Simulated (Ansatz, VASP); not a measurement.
Y: VASP beside Ansatz

File INCAR:

```
ALGO = Normal
EDIFF = 1E-7
ENCUT = 520
GGA = PE
ISIF = 2
ISMEAR = -1
LASPH = T
LCHARG = F
LREAL = F
LWAVE = F
NBANDS = 18
NELM = 80
PREC = Accurate
SIGMA = 0.05
```

KPOINTS

```
k-points
0
Gamma
  8 8 8
```

Contents of POSCAR:

```
Y
1.0
    0.0000000000      3.4531162769      3.4531162769
    3.4531162769      0.0000000000      3.4531162769
    3.4531162769      3.4531162769      0.0000000000
Y
2
Direct
   -0.1925000000     -0.1025000000     -0.1025000000
    0.1925000000      0.1025000000      0.1025000000
```

Input for Ansatz:

```yaml
crystal:
  lattice:
    - [0.0, 3.4531162769, 3.4531162769]
    - [3.4531162769, 0.0, 3.4531162769]
    - [3.4531162769, 3.4531162769, 0.0]
  atoms:
    - { symbol: "Y", position: [-0.1925, -0.1025, -0.1025] }
    - { symbol: "Y", position: [0.1925, 0.1025, 0.1025] }
kpoints:
  mp_grid: { grid: [8, 8, 8] }
scf:
  occupations: { method: fermi_dirac, width: 0.05 }
hamiltonian:
  xc: pbe
  pseudopotentials: { kind: paw }
output:
  forces: true
  stress: true
  eigenvalues: true
  populations: true
  write_density: true
  write_potential: true
  elf: true
  volumetric_format: npy
```

Change from the starting cell: shortest bond scaled by 0.82, PAW files.

Alike in both runs: task single point; functional PBE; k mesh 8 × 8 × 8; occupations fermi-dirac, width 0.05 eV; no spin polarisation.

|  | VASP | Ansatz |
| --- | --- | --- |
| version | VASP 6.6.1 | Ansatz 0.2.0 |
| potentials or method | VASP PAW PBE potentials, release 64 (Y_sv) | PAW with Ansatz's default frozen-core files, scalar-relativistic |
| plane-wave cutoff (eV) | 520 | 420 |
| valence electrons in the cell | 22 | 22 |

```csv
,VASP,Ansatz,Ansatz less VASP
pressure (GPa),2.2,2.2,-0.04
"traceless stress, the component that is largest in VASP (GPa)",-5.91,-5.86,+0.054
rms of the force components (eV/Å),1.211,1.190,-0.0218
```

Atom by atom the forces differ by 0.022 eV/Å (rms over components).
